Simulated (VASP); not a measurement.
# Ag (Fm-3m) in VASP: single point with r2SCAN

Aim: the single point of Ag with r2SCAN.

Program: VASP 6.6.1. These are calculated values, not measurements. Logs are shortened: lines on timing, memory, paths and dates and some standing lists are left out, and cuts for length are marked.

### 1 The cell of the first run

The structure is cubic, space group Fm-3m (No. 225). Conventional cell: a = 4.027 Å, b = 4.027 Å, c = 4.027 Å, α = 90.00°, β = 90.00°, γ = 90.00°. Within 3.8 Å of Ag (site symmetry m-3m) lie 12 Ag at 2.85 Å.

### 2 Single point, r2SCAN

POSCAR reads:

```
Ag
1.0
    0.0000000000      2.0136085800      2.0136085800
    2.0136085800      0.0000000000      2.0136085800
    2.0136085800      2.0136085800      0.0000000000
Ag
1
Direct
    0.0000000000      0.0000000000      0.0000000000
```

INCAR.step1 reads:

```
SYSTEM = Ag
PREC = Accurate
ENCUT = 520
ISMEAR = -1
SIGMA = 0.1
LREAL = .False.
LASPH = .True.
NELM = 80
NBANDS = 12
GGA = PE
ALGO = Normal
EDIFF = 1E-4
LWAVE = .True.
LCHARG = .False.
```

INCAR.step2 reads:

```
SYSTEM = Ag
PREC = Accurate
ENCUT = 520
EDIFF = 1E-6
ISMEAR = -1
SIGMA = 0.1
LREAL = .False.
LASPH = .True.
NELM = 80
ALGO = Normal
ISIF = 2
LWAVE = .False.
LCHARG = .False.
METAGGA = R2SCAN
LMIXTAU = .True.
NBANDS = 12
ISTART = 1
```

KPOINTS reads:

```
Automatic mesh
0
Gamma
  14 14 14
  0 0 0
```

Potentials or basis: VASP PAW PBE potentials, release 64 (Ag).

Launch:

```console
cat potpaw_PBE.64/Ag/POTCAR > POTCAR
cp INCAR.step1 INCAR
mpirun -np 1 vasp_std > vasp.out
cp INCAR.step2 INCAR
mpirun -np 1 vasp_std > vasp.out
```

OUTCAR:

```text
SYSTEM = Ag
   PREC = Accurate
   ENCUT = 520
   EDIFF = 1E-6
   ISMEAR = -1
   LREAL = .False.
   LASPH = .True.
   NELM = 80
   ISIF = 2
   METAGGA = R2SCAN
   ISTART = 1

 ion  position               nearest neighbor table
   1  0.000  0.000  0.000-

  LATTYP: Found a face centered cubic cell.
 ALAT       =     4.0272171600

  Lattice vectors:

 A1 = (   0.0000000000,   2.0136085800,   2.0136085800)
 A2 = (   2.0136085800,   0.0000000000,   2.0136085800)
 A3 = (   2.0136085800,   2.0136085800,   0.0000000000)

Analysis of symmetry for initial positions (statically):
=====================================================================
 Subroutine PRICEL returns:
 Original cell was already a primitive cell.

 Routine SETGRP: Setting up the symmetry group for a
 face centered cubic supercell.

 Subroutine GETGRP returns: Found 48 space group operations
 (whereof 48 operations were pure point group operations)
 out of a pool of 48 trial point group operations.

The static configuration has the point symmetry O_h .

Analysis of symmetry for dynamics (positions and initial velocities):
=====================================================================
 Subroutine PRICEL returns:
 Original cell was already a primitive cell.

 Routine SETGRP: Setting up the symmetry group for a
 face centered cubic supercell.

 Subroutine GETGRP returns: Found 48 space group operations
 (whereof 48 operations were pure point group operations)
 out of a pool of 48 trial point group operations.

The dynamic configuration has the point symmetry O_h .

 Subroutine INISYM returns: Found 48 space group operations
 (whereof 48 operations are pure point group operations),
 and found     1 'primitive' translations

----------------------------------------------------------------------------------------

                                     Primitive cell

  volume of cell :      16.3288

  direct lattice vectors                    reciprocal lattice vectors
     0.000000000  2.013608580  2.013608580    -0.248310424  0.248310424  0.248310424
     2.013608580  0.000000000  2.013608580     0.248310424 -0.248310424  0.248310424
     2.013608580  2.013608580  0.000000000     0.248310424  0.248310424 -0.248310424

  length of vectors
     2.847672563  2.847672563  2.847672563     0.430086270  0.430086270  0.430086270

  position of ions in fractional coordinates (direct lattice)
     0.000000000  0.000000000  0.000000000

  ion indices of the primitive-cell ions
   primitive index   ion index
                 1           1

----------------------------------------------------------------------------------------

 KPOINTS: Automatic mesh

Automatic generation of k-mesh.
 Grid dimensions read from file:
 generate k-points for:   14   14   14

 Generating k-lattice:

  Cartesian coordinates                     Fractional coordinates (reciprocal lattice)
    -0.017736459  0.017736459  0.017736459     0.071428571  0.000000000  0.000000000
     0.017736459 -0.017736459  0.017736459     0.000000000  0.071428571  0.000000000
     0.017736459  0.017736459 -0.017736459     0.000000000  0.000000000  0.071428571

  Length of vectors
     0.030720448  0.030720448  0.030720448

  Shift w.r.t. Gamma in fractional coordinates (k-lattice)
     0.000000000  0.000000000  0.000000000

 Subroutine IBZKPT returns following result:
 ===========================================

 Found    104 irreducible k-points:

 Following reciprocal coordinates:
            Coordinates               Weight
  0.000000  0.000000  0.000000      1.000000
  0.071429  0.000000  0.000000      8.000000
  0.142857  0.000000  0.000000      8.000000
  0.214286  0.000000  0.000000      8.000000
  0.285714  0.000000  0.000000      8.000000
  0.357143  0.000000  0.000000      8.000000
[... 16 lines left out ...]
  0.214286  0.142857  0.000000     24.000000
  0.285714  0.142857  0.000000     24.000000
 [... further k-points ...]
   k-points           NKPTS =    104   k-points in BZ     NKDIM =    104   number of bands    NBANDS=     12
   number of dos      NEDOS =    301   number of ions     NIONS =      1
   total plane-waves  NPLWV =  13824
   dimension x,y,z NGX =    24 NGY =   24 NGZ =   24
   dimension x,y,z NGXF=    48 NGYF=   48 NGZF=   48
   ions per type =               1
   NGX,Y,Z   is equivalent  to a cutoff of  14.01, 14.01, 14.01 a.u.
   NGXF,Y,Z  is equivalent  to a cutoff of  28.02, 28.02, 28.02 a.u.
 SYSTEM =  Ag
   PREC   = accura    normal or accurate (medium, high low for compatibility)
   ISTART =      1    job   : 0-new  1-cont  2-samecut
   ICHARG =      0    charge: 1-file 2-atom 10-const
   ISPIN  =      1    spin polarized calculation?
   LNONCOLLINEAR =      F non collinear calculations
   LSORBIT =      F    spin-orbit coupling
   LASPH  =      T    aspherical Exc in radial PAW
   ENCUT  =  520.0 eV  38.22 Ry    6.18 a.u.   5.29  5.29  5.29*2*pi/ulx,y,z
   NELM   =     80;   NELMIN=  2; NELMDL=  0     # of ELM steps
   EDIFF  = 0.1E-05   stopping-criterion for ELM
   LREAL  =      F    real-space projection
   EDIFFG = 0.1E-04   stopping-criterion for IOM
   NSW    =      0    number of steps for IOM
   IBRION =     -1    ionic relax: 0-MD 1-quasi-New 2-CG
   NFREE  =      0    steps in history (QN), initial steepest desc. (CG)
   ISIF   =      2    stress and relaxation
   ISYM   =      2    0-nonsym 1-usesym 2-fastsym
   POTIM  = 0.5000    time-step for ionic-motion
   TEBEG  =    0.0;   TEEND  =   0.0 temperature during run
   PSTRESS=    0.0 pullay stress
   NELECT =      11.0000    total number of electrons
   NUPDOWN=      -1.0000    fix difference up-down
   EMIN   =  10.00;   EMAX   =-10.00  energy-range for DOS
   EFERMI =   0.00;   METHOD = LEGACY
   ISMEAR =    -1;   SIGMA  =   0.10  broadening in eV -4-tet -1-fermi 0-gaus
   EFERMI_NEDOS =   21; number of points for ismear=-14 and -15
   IALGO  =     38    algorithm
   IMIX   =      4    mixing-type and parameters
     AMIX     =   0.40;   BMIX     =  1.00
     AMIX_MAG =   1.60;   BMIX_MAG =  1.00
  volume/ion in A,a.u.               =      16.33       110.19
  Fermi-wavevector in a.u.,A,eV,Ry     =   1.435117  2.711978 28.022030  2.059561
  Thomas-Fermi vector in A             =   2.554451
   LORBIT       =      0    0 simple, 1 ext, 2 COOP (PROOUT), +10 PAW based schemes
   METAGGA = R2SCAN    functional components
   LHFCALC =     F    Hartree Fock is set to
   AEXX    =    0.0000 exact exchange contribution
   IVDW    =     0    specifies the selected vdW correction
   LEPSILON=     F    determine dielectric tensor
   LRPA    =     F    only Hartree local field effects (RPA)
 non-spin polarized calculation
  energy-cutoff  :      520.00
  volume of cell :       16.33
 maximum number of plane-waves:       459
 NGX is ok and might be reduce to    24
   NGX = 11   NGY = 11   NGZ = 11

 number of electron      11.0000002 magnetization

 Free energy of the ion-electron system (eV)
  ---------------------------------------------------
  ext. energy  EPLUGINS =         0.00000000
  ---------------------------------------------------
  free energy    TOTEN  =       -21.34047336 eV

  energy without entropy =      -21.33207427  energy(sigma->0) =      -21.33627381

 E-fermi :   8.9842     XC(G=0): -13.2745

 val. band max:        8.9093204236   @ k =   0.5000   0.0714   0.0000
 cond. band min:       9.0407524809   @ k =   0.5000   0.2143   0.0714
 fundamental gap:      0.1314320573
 Fermi energy:         8.9841615096

 k-point     1 :       0.0000    0.0000    0.0000
  band No.  band energies     occupation
      1       0.7454      2.00000
      2       3.7380      2.00000
      3       3.7380      2.00000
      4       3.7380      2.00000
      5       4.8677      2.00000
      6       4.8677      2.00000
      7      25.8002      0.00000
      8      29.8043      0.00000
      9      29.8043      0.00000
     10      29.8043      0.00000
     11      34.8625      0.00000
     12      36.2292      0.00000

 k-point     2 :       0.0714    0.0000    0.0000
  band No.  band energies     occupation
      1       0.9157      2.00000
      2       3.6982      2.00000
      3       3.7861      2.00000
      4       3.7861      2.00000
      5       4.8495      2.00000
      6       4.8495      2.00000
      7      25.8373      0.00000
      8      28.4765      0.00000
      9      29.8887      0.00000
     10      29.8887      0.00000
     11      34.8932      0.00000
     12      36.0059      0.00000

 k-point     3 :       0.1429    0.0000    0.0000
  band No.  band energies     occupation
      1       1.3871      2.00000
      2       3.6314      2.00000
      3       3.8963      2.00000
      4       3.8963      2.00000
      5       4.8287      2.00000
      6       4.8287      2.00000
      7      25.0072      0.00000
      8      26.9300      0.00000
      9      30.0746      0.00000
     10      30.0746      0.00000
     11      33.6923      0.00000
     12      35.2447      0.00000
[... 286 lines left out ...]
 k-point    23 :       0.2143    0.1429    0.0000
  band No.  band energies     occupation
      1       2.0865      2.00000
      2       3.2511      2.00000
      3       4.1481      2.00000
      4       4.2240      2.00000
      5       4.6519      2.00000
      6       5.1107      2.00000
      7      24.7265      0.00000
      8      26.5630      0.00000
      9      26.9445      0.00000
     10      28.5531      0.00000
     11      32.3871      0.00000
     12      35.9131      0.00000

 k-point    24 :       0.2857    0.1429    0.0000
  band No.  band energies     occupation
      1       2.5058      2.00000
      2       3.3037      2.00000
      3       3.9903      2.00000
      4       4.2790      2.00000
      5       5.2596      2.00000
      6       5.2935      2.00000
      7      21.8497      0.00000
      8      26.2375      0.00000
      9      26.2836      0.00000
     10      28.6608      0.00000
     11      32.3326      0.00000
     12      35.7014      0.00000

 [... further k-points ...]
[... 5 lines left out ...]
  --------------------------------------------------------------------------------------
  -------------------------------------------------------------------------------------
  Total        0.7312885      0.7312885      0.7312885     -0.0000000      0.0000000     -0.0000000
  in kB       71.7536773     71.7536773     71.7536773     -0.0000000      0.0000000     -0.0000000
  external PRESSURE =      71.7536773 kB  Pullay stress =       0.0000000 kB

 VOLUME and BASIS-vectors are now :
 -----------------------------------------------------------------------------
  energy-cutoff  :      520.00
  volume of cell :       16.33
      direct lattice vectors                 reciprocal lattice vectors
     0.000000000  2.013608580  2.013608580    -0.248310424  0.248310424  0.248310424
     2.013608580  0.000000000  2.013608580     0.248310424 -0.248310424  0.248310424
     2.013608580  2.013608580  0.000000000     0.248310424  0.248310424 -0.248310424

 POSITION                                       TOTAL-FORCE (eV/Angst)
 -----------------------------------------------------------------------------------
      0.00000      0.00000      0.00000         0.000000      0.000000      0.000000
 -----------------------------------------------------------------------------------
    total drift:                               -0.000000      0.000000     -0.000000

  FREE ENERGIE OF THE ION-ELECTRON SYSTEM (eV)
  ---------------------------------------------------
  free  energy   TOTEN  =       -21.3404733596 eV

  energy  without entropy=      -21.3320742686  energy(sigma->0) =      -21.33627381
```

It took 41 s on 1 thread of Intel Xeon 6975P-C, shared host; peak memory 0.16 GiB.

What came out:

```yaml
Free_energy: -21.3405 eV
Pressure: 7.2 GPa
```

Levels at points of the mesh, in eV from the Fermi level:
```
           k point  band 3  band 4  band 5  band 6  band 7  band 8  band 9  band 10
(0.00, 0.00, 0.00)   -5.25   -5.25   -4.12   -4.12   16.82   20.82   20.82    20.82
(0.50, 0.00, 0.00)   -5.28   -3.24   -3.24   -0.40    4.03   16.06   19.16    19.16
(0.50, 0.50, 0.00)   -3.28   -3.00   -3.00    1.75    7.39   11.44   11.44    18.29
```

Caveat: the PAW data sets were made with another functional, which shifts forces and pressure a little.
